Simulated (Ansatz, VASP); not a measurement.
**Be4InCu: VASP beside Ansatz**

INCAR

```
PREC     = Accurate       # precision mode
ENCUT    = 520            # plane-wave cutoff, eV
EDIFF    = 1E-7           # SCF threshold, eV
ISMEAR   = 1              # smearing method
SIGMA    = 0.15           # smearing width, eV
LREAL    = False          # projectors in reciprocal space
LASPH    = True           # aspherical terms in the spheres
NELM     = 60             # most SCF steps
ALGO     = Normal         # electronic algorithm
ISIF     = 2              # what is computed and relaxed
LWAVE    = False          # write WAVECAR
LCHARG   = True           # write CHGCAR
GGA      = PE             # functional
LELF     = True           # ELF
LVHAR    = True         
NBANDS   = 25             # bands
```

The input KPOINTS:

```
Automatic mesh
0
Gamma
  6 6 6
```

POSCAR

```
Be4InCu
1.0
    0.0000000000      3.1652148662      3.1652148662
    3.1652148662      0.0000000000      3.1652148662
    3.1652148662      3.1652148662      0.0000000000
Be In Cu
4 1 1
Direct
    0.3763000000      0.3763000000      0.3763000000
    0.8711000000      0.3763000000      0.3763000000
    0.3763000000      0.3763000000      0.8711000000
    0.3763000000      0.8711000000      0.3763000000
    0.0000000000      0.0000000000      0.0000000000
    0.7500000000      0.7500000000      0.7500000000
```

Input for Ansatz:

```yaml
crystal:
  lattice:
    - [0.0, 3.1652148662081703, 3.1652148662081703]
    - [3.1652148662081703, 0.0, 3.1652148662081703]
    - [3.1652148662081703, 3.1652148662081703, 0.0]
  atoms:
    - { symbol: Be, position: [0.3763, 0.3763, 0.3763] }
    - { symbol: Be, position: [0.8711, 0.3763, 0.3763] }
    - { symbol: Be, position: [0.3763, 0.3763, 0.8711] }
    - { symbol: Be, position: [0.3763, 0.8711, 0.3763] }
    - { symbol: In, position: [0.0, 0.0, 0.0] }
    - { symbol: Cu, position: [0.75, 0.75, 0.75] }
basis:
  ecutwfc: 462.593566181796
kpoints:
  mp_grid:
    grid: [6, 6, 6]
hamiltonian:
  xc: pbe
scf:
  occupations:
    method: cold
    width: 0.15
output:
  stress: true
```

Alike in both runs: task single point; functional PBE; k mesh 6 × 6 × 6; no spin polarisation.

|  | VASP | Ansatz |
| --- | --- | --- |
| version | VASP 6.6.1 | Ansatz 0.2.0 |
| potentials or method | VASP PAW PBE potentials, release 64 (Be, In_d, Cu), cutoff 520 eV | plane waves, PAW |
| occupations | methfessel-paxton of order 1, width 0.15 eV | cold, width 0.15 eV |
| valence electrons in the cell | 32 | 40 |

Ansatz gave:

| Quantity | Value |
| --- | --- |
| pressure (GPa) | 3.7 |

Estimate VASP's values.

pressure (GPa): 3.8.

VASP's potentials hold 32 valence electrons a cell and Ansatz's 40, so a difference there can come from the potentials and not from the codes.
